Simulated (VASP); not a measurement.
Wanted: the native input for a VASP 6.6.1 run.

```yaml
Task: single point
Functional: PBE
Potentials_or_basis: VASP PAW PBE potentials, release 64 (Mn_pv)
Cutoff: 520 eV
k_mesh: 22 × 22 × 1
Occupations: gaussian, width 0.1 eV
Spin: collinear spin, ferromagnetic start
Starting_moments: "[4.26] μB"
Dipole_correction: yes
Further_INCAR_settings: ALGO = Normal; EDIFF = 1e-07; NBANDS = 16
```

The structure of Mn lies in POSCAR:

```
Mn
1.0
    2.6143163257      0.0000000000      0.0000000000
    0.0000000000      2.6143163257      0.0000000000
    0.0000000000      0.0000000000     23.8000000000
Mn
1
Direct
    0.0000000000      0.0000000000      0.2941176471
```

These files were run (other wordings do the same):

INCAR

```
SYSTEM = Mn
PREC = Accurate
ENCUT = 520
EDIFF = 1E-7
ISMEAR = 0
SIGMA = 0.1
LREAL = .False.
LASPH = .True.
NELM = 150
ALGO = Normal
ISIF = 2
LWAVE = .False.
LCHARG = .False.
ISPIN = 2
MAGMOM = 4.26
LORBIT = 11
LMAXMIX = 4
LDIPOL = .True.
IDIPOL = 3
DIPOL = 0.5 0.5 0.294
GGA = PE
NBANDS = 16
```

KPOINTS

```
regular mesh
0
Gamma
  22 22 1
  0 0 0
```

Potentials or basis: VASP PAW PBE potentials, release 64 (Mn_pv).

Launch:

```sh
$ cat potpaw_PBE.64/Mn_pv/POTCAR > POTCAR
$ mpirun -np 1 vasp_std > vasp.out
```

It gave:

| Quantity | Value |
| --- | --- |
| Net moment | 4.34 μB per cell |
| Site moments | Mn +3.91 μB |
| Valence electrons inside the program's atomic spheres | Mn 11.46 |

Wall time 6.9 min on 1 thread of Intel(R) Xeon(R) Platinum 8375C CPU @ 2.90GHz (Ice Lake), on a shared host, peak memory 0.51 GiB.
